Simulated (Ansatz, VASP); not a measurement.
**Two plane-wave programs on Mg3CdSe4**

The input INCAR:

```
SYSTEM = Mg3CdSe4
PREC = Accurate ; ENCUT = 520
EDIFF = 1E-6 ; ISMEAR = 0
SIGMA = 0.02 ; LREAL = .FALSE.
LASPH = .TRUE. ; NELM = 100
ALGO = Normal ; ISIF = 2
LWAVE = .FALSE. ; LCHARG = .FALSE.
GGA = PE ; NBANDS = 31
```

File KPOINTS:

```
Automatic mesh
0
G
  10 10 4
  0 0 0
```

Contents of POSCAR:

```
Mg3CdSe4
1.0
    3.9404622000      0.0000000000      0.0000000000
    0.0000000000      3.9404622000      0.0000000000
    0.0000000000      0.0000000000     11.1693267000
Mg Cd Se
3 1 4
Direct
    0.5000000000      0.5000000000      0.2533570000
    0.0000000000      0.0000000000      0.5000000000
    0.5000000000      0.5000000000      0.7466430000
    0.0000000000      0.0000000000      0.0000000000
    0.0000000000      0.0000000000      0.2556680000
    0.5000000000      0.5000000000      0.5000000000
    0.0000000000      0.0000000000      0.7443320000
    0.5000000000      0.5000000000      0.0000000000
```

Input for Ansatz:

```yaml
crystal:
  lattice:
    - [3.9404622, 0.0, 0.0]
    - [0.0, 3.9404622, 0.0]
    - [0.0, 0.0, 11.1693267]
  atoms:
    - { symbol: Mg, position: [0.5, 0.5, 0.253357] }
    - { symbol: Mg, position: [0.0, 0.0, 0.5] }
    - { symbol: Mg, position: [0.5, 0.5, 0.746643] }
    - { symbol: Cd, position: [0.0, 0.0, 0.0] }
    - { symbol: Se, position: [0.0, 0.0, 0.255668] }
    - { symbol: Se, position: [0.5, 0.5, 0.5] }
    - { symbol: Se, position: [0.0, 0.0, 0.744332] }
    - { symbol: Se, position: [0.5, 0.5, 0.0] }
basis:
  ecutwfc: 420
kpoints:
  mp_grid: { grid: [10, 10, 4] }
  band_path:
    path:
      - [[0.0, 0.0, 0.0], [0.0, 0.5, 0.0], [0.5, 0.5, 0.0], [0.0, 0.0, 0.0], [0.0, 0.0, 0.5], [0.0, 0.5, 0.5], [0.5, 0.5, 0.5], [0.0, 0.0, 0.5]]
      - [[0.0, 0.5, 0.0], [0.0, 0.5, 0.5]]
      - [[0.5, 0.5, 0.0], [0.5, 0.5, 0.5]]
    npoints: 14
hamiltonian:
  xc: pbe
scf:
  occupations: { method: gaussian, width: 0.02 }
  n_extra_bands: 20
output:
  forces: true
  stress: true
  eigenvalues: true
  populations: true
  dos: { projected: true, de: 0.02, nscf_kmesh: { grid: [15, 15, 6] } }
  bader: true
  write_density: true
  write_potential: true
  elf: true
  volumetric_format: npy
```

Alike in both runs: task single point; functional PBE; k mesh 10 × 10 × 4; occupations gaussian, width 0.02 eV; no spin polarisation.

```csv
,VASP,Ansatz
version,VASP 6.6.1,Ansatz 0.2.0
potentials or method,"VASP PAW PBE potentials, release 64 (Mg, Cd, Se), cutoff 520 eV","scalar-relativistic, plane waves, PAW"
valence electrons in the cell,42,114
```

```csv
,VASP,Ansatz,Ansatz less VASP
gap on the k mesh at the Fermi level (eV),0.38,0.39,+0.011
least direct gap on the mesh (eV),0.96,0.98,+0.018
pressure (GPa),0.0,0.0,-0.01
rms of the force components (eV/Å),0.004,0.002,-0.0016
```

Atom by atom the forces differ by 0.006 eV/Å (rms over components). VASP's potentials hold 42 valence electrons a cell and Ansatz's 114, so a difference there can come from the potentials and not from the codes.
